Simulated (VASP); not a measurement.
The system is SnSe2.

```
Sn Se
1.0
     3.81100    0.00000    0.00000
    -1.90550    3.30042    0.00000
     0.00000    0.00000    6.13700
Sn Se
1 2
Direct
  0.00000 0.00000 0.00000
  0.33333 0.66667 0.25000
  0.66667 0.33333 0.75000
```

| Quantity | Value |
| --- | --- |
| Program | VASP 6.6.1 |
| Task | relaxation of cell and atoms |
| Functional | PBE |
| Dispersion | D3(BJ) |
| Potentials or basis | VASP PAW PBE potentials, release 64 (Sn_d, Se) |
| Cutoff | 600 eV |
| k mesh | 6 × 6 × 4 |
| Occupations | gaussian, width 0.1 eV |
| Spin | no spin polarisation |

At the start: pressure 3.1 GPa; volume 25.73 Å³/atom.

**Question.** How do energy, volume and symmetry change on relaxing?

**Answer.** Over 13 steps the energy falls by 19.0 meV/atom and the volume is 25.59 Å³/atom (-0.5 %); space group P-3m1 (No. 164, to 0.05 Å).

Step by step:
```tsv
step	energy change (eV)	largest force (eV/Å)	pressure (GPa)	volume (Å³)
1	0.0000	0.7387	3.09	77.19
2	-0.0161	0.2699	-2.66	82.86
3	-0.0435	0.1472	-0.36	80.26
4	-0.0435	0.1578	-0.28	80.20
5	-0.0463	0.1201	-0.18	79.75
6	-0.0481	0.0706	-0.03	79.17
7	-0.0482	0.0538	0.03	78.98
8	-0.0504	0.0334	-0.05	78.74
9	-0.0548	0.0244	-0.29	78.03
10	-0.0544	0.1344	-0.55	76.57
11	-0.0563	0.0672	-0.39	77.40
12	-0.0567	0.0378	0.34	76.35
13	-0.0571	0.0051	0.05	76.78
```

Final structure:
```yaml
crystal:
  lattice:
    - [3.84223, 0.00000, 0.00000]
    - [-1.92112, 3.32747, 0.00000]
    - [0.00000, 0.00000, 6.00550]
  atoms:
    - { symbol: Sn, position: [0.00000, 0.00000, 0.00000] }
    - { symbol: Se, position: [0.33333, 0.66667, 0.26534] }
    - { symbol: Se, position: [0.66667, 0.33333, 0.73466] }
```

Caveat: the relaxation stopped at a loose force limit of 0.05 eV/Å, so its end isn't a converged minimum.
